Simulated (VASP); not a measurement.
Set up this calculation in VASP 6.6.1, as the native input.

```
Task                   : single point
Functional             : PBEsol
Potentials or basis    : VASP PAW PBE potentials, release 64 (Rb_sv)
Cutoff                 : 520 eV
k mesh                 : 12 × 12 × 12
Occupations            : gaussian, width 0.15 eV
Spin                   : no spin polarisation
Dipole correction      : no
Further INCAR settings : ALGO = Normal; EDIFF = 1e-06; NBANDS = 10
```

The structure of Rb lies in POSCAR:

```
Rb
1.0
   -2.8761500000      2.8761500000      2.8761500000
    2.8761500000     -2.8761500000      2.8761500000
    2.8761500000      2.8761500000     -2.8761500000
Rb
1
Direct
    0.0000000000      0.0000000000      0.0000000000
```

This cell differs from its parent crystal: strain +0.025 along x and y, +0.025 along z.

The input as run:

INCAR

```
SYSTEM = Rb
  PREC = Accurate
  ENCUT = 520
  EDIFF = 1E-6
  ISMEAR = 0
  SIGMA = 0.15
  LREAL = .FALSE.
  LASPH = .TRUE.
  NELM = 60
  ALGO = Normal
  ISIF = 2
  LWAVE = .FALSE.
  LCHARG = .TRUE.
  GGA = PS
  LELF = .TRUE.
  LVHAR = .TRUE.
  NBANDS = 10
```

KPOINTS

```
Automatic mesh
0
G
  12 12 12
  0 0 0
```

Potentials or basis: VASP PAW PBE potentials, release 64 (Rb_sv).

The run is started by

```console
$ cat potpaw_PBE.64/Rb_sv/POTCAR > POTCAR
$ mpirun -np 1 vasp_std > vasp.out
```

Results of the run:

| Item | Value |
| --- | --- |
| Pressure | -0.2 GPa |

Caveat: the cell differs from its parent crystal (strain +0.025 along x and y, +0.025 along z); the PAW data sets were made with another functional, which shifts forces and pressure a little.

Run time: 22 s on 1 thread of Intel(R) Xeon(R) 6975P-C (Granite Rapids) (shared host), peak memory 0.26 GiB.
